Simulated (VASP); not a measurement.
# Hg: single point with PBE+D3(BJ)

The system is Hg.

```
CELL_PARAMETERS angstrom
3.18460 0.00000 0.00000
-1.59230 2.75794 0.00000
0.00000 0.00000 4.81040
ATOMIC_POSITIONS crystal
Hg 0.66667 0.33333 0.75000
Hg 0.33333 0.66667 0.25000
```

```yaml
Program: VASP 6.6.1
Task: single point
Functional: PBE
Dispersion: D3(BJ)
Potentials_or_basis: VASP PAW PBE potentials, release 64 (Hg)
Cutoff: 520 eV
k_mesh: 15 × 15 × 8
Occupations: gaussian, width 0.15 eV
Spin: no spin polarisation
Dipole_correction: no
Further_INCAR_settings: ALGO = Normal; EDIFF = 1e-06; NBANDS = 19
```

* Pressure: 8.7 GPa
* Band gap on the k mesh: zero (bands 12 and 13 overlap by 1.10 eV)
* Dispersion energy per atom: -0.496 eV

Stress tensor (GPa, compression positive):
```
8.20 0.00 0.00
0.00 8.20 0.00
0.00 0.00 9.77
```

Levels at points of the mesh, in eV from the Fermi level:
| k point | band 9 | band 10 | band 11 | band 12 | band 13 | band 14 | band 15 | band 16 |
| --- | --- | --- | --- | --- | --- | --- | --- | --- |
| (0.00, 0.00, 0.00) | -7.16 | -6.08 | -6.08 | -1.70 | -0.44 | 12.38 | 12.38 | 12.69 |
| (0.00, 0.00, 0.50) | -6.35 | -6.35 | -6.35 | -6.35 | 8.75 | 8.75 | 12.92 | 12.92 |

Wall time 91 s on 1 thread of Intel Xeon 8259CL, with other jobs on the host, peak memory 0.23 GiB.

Caveat: the cell stands under pressure; spin-orbit coupling is left out, which moves the levels of the heavy elements.
